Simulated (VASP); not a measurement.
# TaN (NiAs type) (P6_3/mmc) in VASP: further runs

TaN (NiAs type) is run at these levels: PBE; tasks: single point, relaxation of shape and atoms at fixed volume.

All numbers are computed with VASP 6.6.1; they aren't measurements. Logs are shortened: lines on timing, memory, paths and dates and some standing lists are left out, and cuts for length are marked.

## 1. The cell of the first run

Symmetry: P6_3/mmc, No. 194, hexagonal system. The conventional cell has a = 2.917 Å, b = 2.917 Å, c = 5.916 Å, α = 90.00°, β = 90.00°, γ = 120.00°. Within 3.0 Å of Ta (site symmetry -3m) lie 6 N at 2.24 Å and 8 Ta at 2.92 to 2.96 Å. N (site symmetry -6m2) has 6 Ta at 2.24 Å and 6 N at 2.92 Å within 3.0 Å.

## 2. Single point, PBE (10.90 Å³/atom)

File INCAR:

```
SYSTEM = TaN
  PREC = Accurate
  ENCUT = 520
  EDIFF = 1E-6
  ISMEAR = -1
  SIGMA = 0.08
  LREAL = .FALSE.
  LASPH = .TRUE.
  NELM = 60
  ALGO = Normal
  ISIF = 2
  LWAVE = .FALSE.
  LCHARG = .FALSE.
  GGA = PE
  NBANDS = 24
```

File KPOINTS:

```
regular mesh
0
G
  11 11 6
  0 0 0
```

File POSCAR:

```
TaN
1.0
    2.9173303815      0.0000000000      0.0000000000
   -1.4586651907      2.5264822216      0.0000000000
    0.0000000000      0.0000000000      5.9155750525
Ta N
2 2
Direct
    0.0000000000      0.0000000000      0.0000000000
    0.0000000000      0.0000000000      0.5000000000
    0.3333333333      0.6666666667      0.2500000000
    0.6666666667      0.3333333333      0.7500000000
```

Potentials or basis: VASP PAW PBE potentials, release 64 (Ta_pv, N).

On the command line:

```bash
cat potpaw_PBE.64/Ta_pv/POTCAR potpaw_PBE.64/N/POTCAR > POTCAR
mpirun -np 1 vasp_std > vasp.out
```

OUTCAR:

```text
SYSTEM = TaN
   PREC = Accurate
   ENCUT = 520
   EDIFF = 1E-6
   ISMEAR = -1
   LREAL = .FALSE.
   LASPH = .TRUE.
   NELM = 60
   ISIF = 2
   GGA = PE

 ion  position               nearest neighbor table
   1  0.000  0.000  0.000-   3 2.24   4 2.24   3 2.24   4 2.24   4 2.24   3 2.24   2 2.96   2 2.96

   2  0.000  0.000  0.500-   3 2.24   4 2.24   3 2.24   4 2.24   4 2.24   3 2.24   1 2.96   1 2.96

   3  0.333  0.667  0.250-   1 2.24   2 2.24   1 2.24   2 2.24   1 2.24   2 2.24
   4  0.667  0.333  0.750-   1 2.24   2 2.24   1 2.24   2 2.24   1 2.24   2 2.24

  LATTYP: Found a hexagonal cell.
 ALAT       =     2.9173303815
 C/A-ratio  =     2.0277357306

  Lattice vectors:

 A1 = (   2.9173303815,   0.0000000000,   0.0000000000)
 A2 = (  -1.4586651907,   2.5264822216,   0.0000000000)
 A3 = (   0.0000000000,   0.0000000000,   5.9155750525)

Analysis of symmetry for initial positions (statically):
=====================================================================
 Subroutine PRICEL returns:
 Original cell was already a primitive cell.

 Routine SETGRP: Setting up the symmetry group for a
 hexagonal supercell.

 Subroutine GETGRP returns: Found 24 space group operations
 (whereof 12 operations were pure point group operations)
 out of a pool of 24 trial point group operations.

The static configuration has the point symmetry D_3d.
 The point group associated with its full space group is D_6h.

Analysis of symmetry for dynamics (positions and initial velocities):
=====================================================================
 Subroutine PRICEL returns:
 Original cell was already a primitive cell.

 Routine SETGRP: Setting up the symmetry group for a
 hexagonal supercell.

 Subroutine GETGRP returns: Found 24 space group operations
 (whereof 12 operations were pure point group operations)
 out of a pool of 24 trial point group operations.

The dynamic configuration has the point symmetry D_3d.
 The point group associated with its full space group is D_6h.

 Subroutine INISYM returns: Found 24 space group operations
 (whereof 12 operations are pure point group operations),
 and found     1 'primitive' translations

----------------------------------------------------------------------------------------

                                     Primitive cell

  volume of cell :      43.6012

  direct lattice vectors                    reciprocal lattice vectors
     2.917330381  0.000000000  0.000000000     0.342779140  0.197903629  0.000000000
    -1.458665191  2.526482222  0.000000000     0.000000000  0.395807258  0.000000000
     0.000000000  0.000000000  5.915575053     0.000000000  0.000000000  0.169045273

  length of vectors
     2.917330381  2.917330381  5.915575053     0.395807258  0.395807258  0.169045273

  position of ions in fractional coordinates (direct lattice)
     0.000000000  0.000000000  0.000000000
     0.000000000  0.000000000  0.500000000
     0.333333333  0.666666667  0.250000000
     0.666666667  0.333333333  0.750000000

  ion indices of the primitive-cell ions
   primitive index   ion index
                 1           1
                 2           2
                 3           3
                 4           4

----------------------------------------------------------------------------------------

 KPOINTS: regular mesh

Automatic generation of k-mesh.
 Grid dimensions read from file:
 generate k-points for:   11   11    6

 Generating k-lattice:

  Cartesian coordinates                     Fractional coordinates (reciprocal lattice)
     0.031161740  0.017991239  0.000000000     0.090909091 -0.000000000  0.000000000
     0.000000000  0.035982478  0.000000000     0.000000000  0.090909091  0.000000000
     0.000000000  0.000000000  0.028174212     0.000000000  0.000000000  0.166666667

  Length of vectors
     0.035982478  0.035982478  0.028174212

  Shift w.r.t. Gamma in fractional coordinates (k-lattice)
     0.000000000  0.000000000  0.000000000

 Subroutine IBZKPT returns following result:
 ===========================================

 Found     64 irreducible k-points:

 Following reciprocal coordinates:
            Coordinates               Weight
  0.000000  0.000000  0.000000      1.000000
  0.090909 -0.000000  0.000000      6.000000
  0.181818  0.000000  0.000000      6.000000
  0.272727  0.000000  0.000000      6.000000
  0.363636 -0.000000  0.000000      6.000000
  0.454545  0.000000  0.000000      6.000000
[... 16 lines left out ...]
  0.090909  0.090909  0.166667     12.000000
  0.181818  0.090909  0.166667     24.000000
 [... further k-points ...]
   k-points           NKPTS =     64   k-points in BZ     NKDIM =     64   number of bands    NBANDS=     24
   number of dos      NEDOS =    301   number of ions     NIONS =      4
   total plane-waves  NPLWV =  27648
   dimension x,y,z NGX =    24 NGY =   24 NGZ =   48
   dimension x,y,z NGXF=    48 NGYF=   48 NGZF=   96
   ions per type =               2   2
[... 68 lines left out ...]
  band No.  band energies     occupation
      1     -27.4619      2.00000
      2     -26.7155      2.00000
      3     -26.4611      2.00000
      4     -26.4611      2.00000
      5     -26.4006      2.00000
      6     -26.4006      2.00000
[... 16 lines left out ...]
     23      12.0910      0.00000
     24      14.1106      0.00000

 k-point     2 :       0.0909   -0.0000    0.0000
  band No.  band energies     occupation
      1     -27.4412      2.00000
      2     -26.7033      2.00000
      3     -26.5540      2.00000
      4     -26.4858      2.00000
      5     -26.4810      2.00000
      6     -26.4192      2.00000
[... 16 lines left out ...]
     23      12.2037      0.00000
     24      13.8205      0.00000

 k-point     3 :       0.1818    0.0000    0.0000
  band No.  band energies     occupation
      1     -27.3852      2.00000
      2     -26.7962      2.00000
      3     -26.7097      2.00000
      4     -26.6700      2.00000
      5     -26.5340      2.00000
      6     -26.4690      2.00000
[... 16 lines left out ...]
     23      12.8226      0.00000
     24      13.8639      0.00000

 k-point     4 :       0.2727    0.0000    0.0000
  band No.  band energies     occupation
      1     -27.3116      2.00000
      2     -27.0989      2.00000
      3     -26.9915      2.00000
      4     -26.6267      2.00000
      5     -26.6025      2.00000
      6     -26.5335      2.00000
[... 16 lines left out ...]
     23      13.7655      0.00000
     24      14.9224      0.00000

 k-point     5 :       0.3636   -0.0000    0.0000
  band No.  band energies     occupation
      1     -27.3690      2.00000
      2     -27.2410      2.00000
      3     -27.2385      2.00000
      4     -26.6647      2.00000
      5     -26.5920      2.00000
      6     -26.5864      2.00000
[... 16 lines left out ...]
     23      14.5531      0.00000
     24      15.4436      0.00000

 k-point     6 :       0.4545    0.0000    0.0000
  band No.  band energies     occupation
      1     -27.5211      2.00000
      2     -27.3852      2.00000
      3     -27.1981      2.00000
      4     -26.7012      2.00000
      5     -26.6265      2.00000
      6     -26.5623      2.00000
[... 16 lines left out ...]
     23      14.8338      0.00000
     24      15.4498      0.00000
[... 379 lines left out ...]
 k-point    21 :       0.3636   -0.0000    0.1667
  band No.  band energies     occupation
      1     -27.3602      2.00000
      2     -27.2517      2.00000
      3     -27.1953      2.00000
      4     -26.6598      2.00000
      5     -26.6323      2.00000
      6     -26.5969      2.00000
[... 16 lines left out ...]
     23      14.4836      0.00000
     24      15.2490      0.00000

 k-point    22 :       0.4545    0.0000    0.1667
  band No.  band energies     occupation
      1     -27.5121      2.00000
      2     -27.3945      2.00000
      3     -27.1575      2.00000
      4     -26.6963      2.00000
      5     -26.6315      2.00000
      6     -26.6071      2.00000
[... 16 lines left out ...]
     23      14.7252      0.00000
     24      15.4088      0.00000

 k-point    23 :       0.0909    0.0909    0.1667
  band No.  band energies     occupation
      1     -27.3574      2.00000
      2     -26.7387      2.00000
      3     -26.7037      2.00000
      4     -26.6400      2.00000
      5     -26.5190      2.00000
      6     -26.4631      2.00000
[... 16 lines left out ...]
     23      13.3223      0.00000
     24      13.4823      0.00000

 k-point    24 :       0.1818    0.0909    0.1667
  band No.  band energies     occupation
      1     -27.2942      2.00000
      2     -26.9681      2.00000
      3     -26.8805      2.00000
      4     -26.6909      2.00000
      5     -26.5937      2.00000
      6     -26.5337      2.00000
[... 16 lines left out ...]
     23      13.3986      0.00000
     24      14.3292      0.00000

 [... further k-points ...]

------------------------ aborting loop because EDIFF is reached ----------------------------------------

  FORCE on cell =-STRESS in cart. coord.  units (eV):
  Direction    XX          YY          ZZ          XY          YZ          ZX
  --------------------------------------------------------------------------------------
  -------------------------------------------------------------------------------------
  Total        0.1827988      0.1827988      0.2061278      0.0000000      0.0000000     -0.0000000
  in kB        6.7171524      6.7171524      7.5744009      0.0000000      0.0000000     -0.0000000
  external PRESSURE =       7.0029019 kB  Pullay stress =       0.0000000 kB

 VOLUME and BASIS-vectors are now :
 -----------------------------------------------------------------------------
  energy-cutoff  :      520.00
  volume of cell :       43.60
      direct lattice vectors                 reciprocal lattice vectors
     2.917330381  0.000000000  0.000000000     0.342779140  0.197903629  0.000000000
    -1.458665191  2.526482222  0.000000000     0.000000000  0.395807258  0.000000000
     0.000000000  0.000000000  5.915575053     0.000000000  0.000000000  0.169045273

 POSITION                                       TOTAL-FORCE (eV/Angst)
 -----------------------------------------------------------------------------------
      0.00000      0.00000      0.00000        -0.000000      0.000000      0.000000
      0.00000      0.00000      2.95779         0.000000      0.000000      0.000000
     -0.00000      1.68432      1.47889         0.000000      0.000000     -0.000000
      1.45867      0.84216      4.43668         0.000000     -0.000000     -0.000000
 -----------------------------------------------------------------------------------
    total drift:                               -0.000000      0.000000      0.000000

  FREE ENERGIE OF THE ION-ELECTRON SYSTEM (eV)
  ---------------------------------------------------
  free  energy   TOTEN  =       -44.0312036257 eV

  energy  without entropy=      -44.0073706997  energy(sigma->0) =      -44.01928716
```

Wall time 74 s (1 thread of Intel Xeon Platinum 8488C (Sapphire Rapids), shared host); peak memory 0.21 GiB.

Results:

```yaml
Free_energy: -44.0312 eV
Pressure: 0.7 GPa
Band_gap_on_the_k_mesh: zero (bands 16 and 17 overlap by 1.11 eV)
```

Caveat: spin-orbit coupling is left out, which moves the levels of the heavy elements.

## 3. Relaxation of shape and atoms at fixed volume, PBE

This run uses another cell than the first one, of 6.00 Å³/atom.

File INCAR:

```
SYSTEM = TaN
  PREC = Accurate
  ENCUT = 600
  EDIFF = 1E-7
  ISMEAR = -1
  SIGMA = 0.08
  LREAL = .FALSE.
  LASPH = .TRUE.
  NELM = 60
  ALGO = Normal
  ISIF = 4
  LWAVE = .FALSE.
  LCHARG = .FALSE.
  GGA = PE
  IBRION = 2
  NSW = 50
  EDIFFG = -0.005
```

KPOINTS is that of step 2.

File POSCAR:

```
TaN
1.0
    2.3902308349      0.0000000000      0.0000000000
   -1.1951154175      2.0700006240      0.0000000000
    0.0000000000      0.0000000000      4.8467564684
Ta N
2 2
Direct
    0.0000000000      0.0000000000      0.0000000000
    0.0000000000      0.0000000000      0.5000000000
    0.3333333333      0.6666666667      0.2500000000
    0.6666666667      0.3333333333      0.7500000000
```

Potentials or basis: VASP PAW PBE potentials, release 64 (Ta_pv, N).

On the command line:

```bash
cat potpaw_PBE.64/Ta_pv/POTCAR potpaw_PBE.64/N/POTCAR > POTCAR
mpirun -np 1 vasp_std > vasp.out
```

It took 4 min on 1 thread of Intel Xeon Platinum 8488C (Sapphire Rapids), shared host; peak memory 0.17 GiB.

The run converged, but its numbers aren't listed here, since they failed a check.

Caveat: spin-orbit coupling is left out, which moves the levels of the heavy elements.

## 4. Relaxation of shape and atoms at fixed volume, PBE

This run uses another cell than the first one, of 6.98 Å³/atom.

File INCAR:

```
  PREC = Accurate
  ENCUT = 600
  EDIFF = 1E-7
  ISMEAR = -1
  SIGMA = 0.08
  LREAL = False
  LASPH = True
  NELM = 100
  ALGO = Normal
  ISIF = 4
  LWAVE = False
  LCHARG = False
  GGA = PE
  IBRION = 2
  NSW = 50
  EDIFFG = -0.005
```

File KPOINTS:

```
regular mesh
0
Gamma
  11 11 6
```

File POSCAR:

```
TaN
1.0
    2.5140791105      0.0000000000      0.0000000000
   -1.2570395552      2.1772563768      0.0000000000
    0.0000000000      0.0000000000      5.0978880418
Ta N
2 2
Direct
    0.0000000000      0.0000000000      0.0000000000
    0.0000000000      0.0000000000      0.5000000000
    0.3333333333      0.6666666667      0.2500000000
    0.6666666667      0.3333333333      0.7500000000
```

On the command line:

```bash
cat potpaw_PBE.64/Ta_pv/POTCAR potpaw_PBE.64/N/POTCAR > POTCAR
mpirun -np 1 vasp_std > vasp.out
```

Run time: 2.8 min. Hardware: 1 thread of Intel Xeon Platinum 8488C (Sapphire Rapids), shared host; peak memory 0.17 GiB.

Results (log left out):

* Free energy: -31.3528 eV
* Energy gained by relaxing: 51.5 meV/atom
* Ionic steps: 4
* Pressure after relaxing: 379.3 GPa
* Band gap on the k mesh: zero (bands 16 and 17 overlap by 1.50 eV)

Step by step:
```
step  energy change (eV)  largest force (eV/Å)  pressure (GPa)  volume (Å³)
   1              0.0000                0.0000          387.78        27.90
   2              0.4636                0.0000          367.04        27.90
   3             -0.2060                0.0000          379.05        27.90
   4             -0.2062                0.0000          379.32        27.90
```

Final structure:
```xyz
4
Lattice="2.4719 0.0000 0.0000 -1.2359 2.1407 0.0000 0.0000 0.0000 5.2734" Properties=species:S:1:pos:R:3 pbc="T T T"
Ta    0.0000    0.0000    0.0000
Ta    0.0000    0.0000    2.6367
N     0.0000    1.4272    1.3183
N     1.2359    0.7136    3.9550
```

Levels at points of the mesh, in eV from the Fermi level:
```tsv
k point	band 13	band 14	band 15	band 16	band 17	band 18	band 19	band 20
(0.00, 0.00, 0.00)	-3.67	-1.97	-1.97	-0.57	-0.57	1.17	1.17	2.71
(0.00, 0.00, 0.50)	-5.05	-5.05	-1.50	-1.50	1.75	1.75	1.75	1.75
```

Caveat: spin-orbit coupling is left out, which moves the levels of the heavy elements.

## 5. Relaxation of shape and atoms at fixed volume, PBE

This run uses another cell than the first one, of 7.85 Å³/atom.

File INCAR:

```
SYSTEM = TaN
PREC     = Accurate       ! precision mode
ENCUT    = 600            ! plane-wave cutoff, eV
EDIFF    = 1E-6           ! SCF threshold, eV
ISMEAR   = -1             ! smearing method
SIGMA    = 0.08           ! smearing width, eV
LREAL    = .False.        ! projectors in reciprocal space
LASPH    = .True.         ! aspherical terms in the spheres
NELM     = 80             ! most SCF steps
ALGO     = Normal         ! electronic algorithm
ISIF     = 4              ! what is computed and relaxed
LWAVE    = .False.        ! write WAVECAR
LCHARG   = .False.        ! write CHGCAR
GGA      = PE             ! functional
IBRION   = 2              ! ionic algorithm
NSW      = 50             ! ionic steps
EDIFFG   = -0.005         ! ionic threshold
```

File KPOINTS:

```
regular mesh
0
Gamma
  11 11 6
  0 0 0
```

File POSCAR:

```
TaN
1.0
    2.6147476438      0.0000000000      0.0000000000
   -1.3073738219      2.2644378840      0.0000000000
    0.0000000000      0.0000000000      5.3020172238
Ta N
2 2
Direct
    0.0000000000      0.0000000000      0.0000000000
    0.0000000000      0.0000000000      0.5000000000
    0.3333333333      0.6666666667      0.2500000000
    0.6666666667      0.3333333333      0.7500000000
```

On the command line:

```bash
cat potpaw_PBE.64/Ta_pv/POTCAR potpaw_PBE.64/N/POTCAR > POTCAR
mpirun -np 1 vasp_std > vasp.out
```

Run time: 4.7 min. Hardware: 1 thread of Intel Xeon Platinum 8488C (Sapphire Rapids), shared host; peak memory 0.2 GiB.

It converged, with:

- Free energy: -37.7293 eV
- Energy gained by relaxing: 20.5 meV/atom
- Ionic steps: 18
- Pressure after relaxing: 219.0 GPa
- Band gap on the k mesh: zero (bands 16 and 17 overlap by 1.29 eV)

Stress tensor (GPa, compression positive):
```
218.99   0.00   0.00
  0.00 218.99   0.00
  0.00   0.00 218.87
```

The path:
| step | energy change (eV) | largest force (eV/Å) | pressure (GPa) | volume (Å³) |
| --- | --- | --- | --- | --- |
| 1 | 0.0000 | 0.0000 | 222.57 | 31.39 |
| 2 | 0.1411 | 0.0000 | 214.01 | 31.39 |
| 3 | -0.0821 | 0.0000 | 218.92 | 31.39 |
| 4 | -0.0821 | 0.0000 | 218.98 | 31.39 |
| 5 | -0.0821 | 0.0000 | 218.98 | 31.39 |
| 6 | -0.0821 | 0.0000 | 218.98 | 31.39 |
| 7 | -0.0821 | 0.0000 | 218.98 | 31.39 |
| 8 | -0.0821 | 0.0000 | 218.98 | 31.39 |
| 9 | -0.0821 | 0.0000 | 218.98 | 31.39 |
| 10 | -0.0821 | 0.0000 | 218.98 | 31.39 |
| 11 | -0.0821 | 0.0000 | 218.98 | 31.39 |
| 12 | -0.0821 | 0.0000 | 218.98 | 31.39 |
| 13 | -0.0821 | 0.0000 | 218.98 | 31.39 |
| 14 | -0.0821 | 0.0000 | 218.97 | 31.39 |
| 15 | -0.0821 | 0.0000 | 218.96 | 31.39 |
| 16 | -0.0821 | 0.0000 | 218.95 | 31.39 |
| 17 | -0.0821 | 0.0000 | 218.93 | 31.39 |
| 18 | -0.0821 | 0.0000 | 218.95 | 31.39 |

Final structure:
```
Ta N
1.0
     2.58599    0.00000    0.00000
    -1.29300    2.23954    0.00000
     0.00000    0.00000    5.42058
Ta N
2 2
Cartesian
  0.0000 0.0000 0.0000
  0.0000 0.0000 2.7103
  0.0000 1.4930 1.3551
  1.2930 0.7465 4.0654
```

Levels at points of the mesh, in eV from the Fermi level:
| k point | band 12 | band 13 | band 14 | band 15 | band 16 | band 17 | band 18 | band 19 | band 20 |
| --- | --- | --- | --- | --- | --- | --- | --- | --- | --- |
| (0.00, 0.00, 0.00) | -6.07 | -3.82 | -2.09 | -2.09 | -0.45 | -0.45 | 0.95 | 0.95 | 2.76 |
| (0.00, 0.00, 0.50) | -4.78 | -4.78 | -4.78 | -1.23 | -1.23 | 1.51 | 1.51 | 1.51 | 1.51 |

Caveat: spin-orbit coupling is left out, which moves the levels of the heavy elements.

## 6. The runs side by side

| task | cell | cutoff (eV) | gap on the mesh (eV) | pressure (GPa) |
| --- | --- | --- | --- | --- |
| single point | a = 2.917, b = 2.917, c = 5.916 Å, angles 90.0, 90.0, 120.0°, 4 atoms | 520 | none | 0.7 |
| relaxation of shape and atoms at fixed volume | relaxed from a = 2.514, b = 2.514, c = 5.098 Å, angles 90.0, 90.0, 120.0°, 4 atoms | 600 | none | 379.3 |
| relaxation of shape and atoms at fixed volume | relaxed from a = 2.615, b = 2.615, c = 5.302 Å, angles 90.0, 90.0, 120.0°, 4 atoms | 600 | none | 219.0 |

Alike in all rows: level PBE; potentials or basis VASP PAW PBE potentials, release 64 (Ta_pv, N); no spin polarisation; k mesh 11 × 11 × 6; smearing fermi-dirac 0.08 eV.

Caveats: spin-orbit coupling is left out, which moves the levels of the heavy elements.

Total energies depend on the potentials used, so only differences within one code and one set of settings carry meaning.
